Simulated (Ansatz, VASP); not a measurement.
BN in VASP and in Ansatz

The input INCAR:

```
SYSTEM = BN
ALGO = Normal ; EDIFF = 1E-6
ENCUT = 520 ; GGA = PE
ISIF = 2 ; ISMEAR = -1
LASPH = .True. ; LCHARG = .False.
LREAL = .False. ; LWAVE = .False.
NBANDS = 16 ; NELM = 60
PREC = Accurate ; SIGMA = 0.08617333262145177
```

KPOINTS

```
k-points
0
Gamma
  6 6 4
  0 0 0
```

Contents of POSCAR:

```
BN
1.0
    2.5539396017      0.0000000000      0.0000000000
   -1.2769698009      2.2117765748      0.0000000000
    0.0000000000      0.0000000000      4.2268550000
B N
2 2
Direct
    0.6666666667      0.3333333333      0.9997240000
    0.3333333333      0.6666666667      0.4997240000
    0.6666666667      0.3333333333      0.6252760000
    0.3333333333      0.6666666667      0.1252760000
```

Input for Ansatz:

```yaml
crystal:
  lattice:
    - [2.5539396017, 0.0, 0.0]
    - [-1.2769698009, 2.2117765748, 0.0]
    - [0.0, 0.0, 4.226855]
  atoms:
    - { symbol: B, position: [0.6666666667, 0.3333333333, 0.999724] }
    - { symbol: B, position: [0.3333333333, 0.6666666667, 0.499724] }
    - { symbol: "N", position: [0.6666666667, 0.3333333333, 0.625276] }
    - { symbol: "N", position: [0.3333333333, 0.6666666667, 0.125276] }
basis:
  ecutwfc: 420
kpoints:
  mp_grid: { grid: [6, 6, 4] }
hamiltonian:
  xc: pbe
scf:
  occupations: { method: fermi_dirac, width: "1000 K" }
output:
  forces: true
  stress: true
  eigenvalues: true
```

Alike in both runs: task single point; functional PBE; k mesh 6 × 6 × 4; no spin polarisation.

|  | VASP | Ansatz |
| --- | --- | --- |
| version | VASP 6.6.1 | Ansatz 0.2.0 |
| potentials or method | VASP PAW PBE potentials, release 64 (B, N), cutoff 520 eV | scalar-relativistic, plane waves, PAW |
| occupations | fermi-dirac, width 0.0861733 eV | fermi-dirac |
| valence electrons in the cell | 16 | 16 |

VASP gave:

- gap on the k mesh at the Fermi level (eV): 5.20
- least direct gap on the mesh (eV): 8.25
- pressure (GPa): 0.2
- traceless stress, the component that is largest in VASP (GPa): -0.59
- rms of the force components (eV/Å): 0.011

Question: Which values does Ansatz return?

Answer: gap on the k mesh at the Fermi level (eV): 5.21; least direct gap on the mesh (eV): 8.26; pressure (GPa): 0.0; traceless stress, the component that is largest in VASP (GPa): -0.57; rms of the force components (eV/Å): 0.012.

Atom by atom the forces differ by 0.001 eV/Å (rms over components).

The k mesh is coarse, so the values compare programs but aren't converged.
